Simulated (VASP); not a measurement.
Here is a VASP 6.6.1 calculation.

INCAR

```
  PREC = Accurate
  ENCUT = 520
  EDIFF = 1E-6
  ISMEAR = 0
  SIGMA = 0.01
  LREAL = False
  LASPH = True
  NELM = 60
  ALGO = Normal
  ISIF = 2
  LWAVE = False
  LCHARG = True
  LELF = True
  LVHAR = True
  NBANDS = 51
```

KPOINTS

```
regular mesh
0
Gamma
  3 3 3
```

File POSCAR:

```
Rb2NaGaCl6
1.0
    0.0000000000      5.1789040000      5.1789040000
    5.1789040000      0.0000000000      5.1789040000
    5.1789040000      5.1789040000      0.0000000000
Rb Na Ga Cl
2 1 1 6
Direct
    0.7500000000      0.7500000000      0.7500000000
    0.2500000000      0.2500000000      0.2500000000
    0.5000000000      0.5000000000      0.5000000000
    0.0000000000      0.0000000000      0.0000000000
    0.7683420000      0.2316580000      0.2316580000
    0.2316580000      0.2316580000      0.7683420000
    0.2316580000      0.7683420000      0.7683420000
    0.2316580000      0.7683420000      0.2316580000
    0.7683420000      0.2316580000      0.7683420000
    0.7683420000      0.7683420000      0.2316580000
```

Potentials or basis: VASP PAW LDA potentials, release 64 (Rb_sv, Na_pv, Ga_d, Cl).

Launch:

```sh
$ cat potpaw_LDA.64/Rb_sv/POTCAR potpaw_LDA.64/Na_pv/POTCAR potpaw_LDA.64/Ga_d/POTCAR potpaw_LDA.64/Cl/POTCAR > POTCAR
$ mpirun -np 1 vasp_std > vasp.out
```

Question: Estimate the band gap on the k mesh.

Answer: 2.47 eV, direct.

Question: What does it give for the largest force?

Answer: 0.236 eV/Å.

Question: Estimate the pressure.

Answer: -3.3 GPa.

Forces in eV/Å, atoms in the order of the input:
```
Rb   0.000  0.000  0.000
Rb   0.000  0.000  0.000
Na   0.000  0.000  0.000
Ga   0.000  0.000  0.000
Cl  -0.236  0.000  0.000
Cl   0.000  0.000 -0.236
Cl   0.236  0.000  0.000
Cl   0.000 -0.236  0.000
Cl   0.000  0.236  0.000
Cl   0.000  0.000  0.236
```

LDA gaps usually lie below the measured ones, often by a third to a half.
